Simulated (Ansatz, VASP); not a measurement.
# SiC in VASP and in Ansatz

Contents of INCAR:

```
PREC     = Accurate       # precision mode
ENCUT    = 520            # plane-wave cutoff, eV
EDIFF    = 1E-7           # SCF threshold, eV
ISMEAR   = 0              # smearing method
SIGMA    = 0.1            # smearing width, eV
LREAL    = F              # projectors in reciprocal space
LASPH    = T              # aspherical terms in the spheres
NELM     = 150            # most SCF steps
ALGO     = Normal         # electronic algorithm
ISIF     = 2              # what is computed and relaxed
LWAVE    = F              # write WAVECAR
LCHARG   = F              # write CHGCAR
ISPIN    = 2              # spin polarisation
MAGMOM   = 0 0 0 1 1 1    # initial moments
LORBIT   = 11             # projections on sites
GGA      = PE             # functional
NBANDS   = 25             # bands
```

The input KPOINTS:

```
Automatic mesh
0
Gamma
  6 6 4
```

File POSCAR:

```
SiC
1.0
    5.3708260158      0.0000000000      0.0000000000
   -2.6854130079      4.6512717690      0.0000000000
    0.0000000000      0.0000000000      3.8934084918
Si C
3 3
Direct
    0.5000000000      0.0000000000      0.5000000000
    0.0000000000      0.5000000000      0.5000000000
    0.5000000000      0.5000000000      0.5000000000
    0.0000000000      0.0000000000      0.5000000000
    0.0000000000      0.0000000000      0.8364604233
    0.0000000000      0.0000000000      0.1635395767
```

Input for Ansatz:

```yaml
crystal:
  lattice:
    - [5.3708260158, 0.0, 0.0]
    - [-2.6854130079, 4.651271769, 0.0]
    - [0.0, 0.0, 3.8934084918]
  atoms:
    - { symbol: Si, position: [0.5, 0.0, 0.5] }
    - { symbol: Si, position: [0.0, 0.5, 0.5] }
    - { symbol: Si, position: [0.5, 0.5, 0.5] }
    - { symbol: C, position: [0.0, 0.0, 0.5], spin: 1.0 }
    - { symbol: C, position: [0.0, 0.0, 0.8364604233], spin: 1.0 }
    - { symbol: C, position: [0.0, 0.0, 0.1635395767], spin: 1.0 }
basis:
  ecutwfc: 420
kpoints:
  mp_grid: { grid: [6, 6, 4] }
hamiltonian:
  xc: pbe
scf:
  occupations: { method: gaussian, width: 0.1 }
  lower_state_search: "off"
output:
  forces: true
  stress: true
  eigenvalues: true
  populations: true
magnetization:
  spin_polarized: true
```

Alike in both runs: task single point; functional PBE; k mesh 6 × 6 × 4; occupations gaussian, width 0.1 eV; collinear spin.

|  | VASP | Ansatz |
| --- | --- | --- |
| version | VASP 6.6.1 | Ansatz 0.2.0 |
| potentials or method | VASP PAW PBE potentials, release 64 (Si, C), cutoff 520 eV | scalar-relativistic, plane waves, PAW |
| valence electrons in the cell | 24 | 24 |

Ansatz gave:

* gap on the k mesh at the Fermi level (eV): none
* pressure (GPa): 0.0
* traceless stress, the component that is largest in VASP (GPa): -0.09
* rms of the force components (eV/Å): 0.009
* net moment per atom (μB): 0.00

Question: What did VASP give for the same quantities?

Answer: gap on the k mesh at the Fermi level (eV): none; pressure (GPa): -0.1; traceless stress, the component that is largest in VASP (GPa): -0.16; rms of the force components (eV/Å): 0.011; net moment per atom (μB): 0.00.

Atom by atom the forces differ by 0.002 eV/Å (rms over components). A gap of «none» marks a metal or a gap that the smearing closes. The functional is the same, so the differences come from potentials, cutoffs and numerics. Ansatz's warnings: seeded moment not kept.

The k mesh is coarse, so the values compare programs but aren't converged.
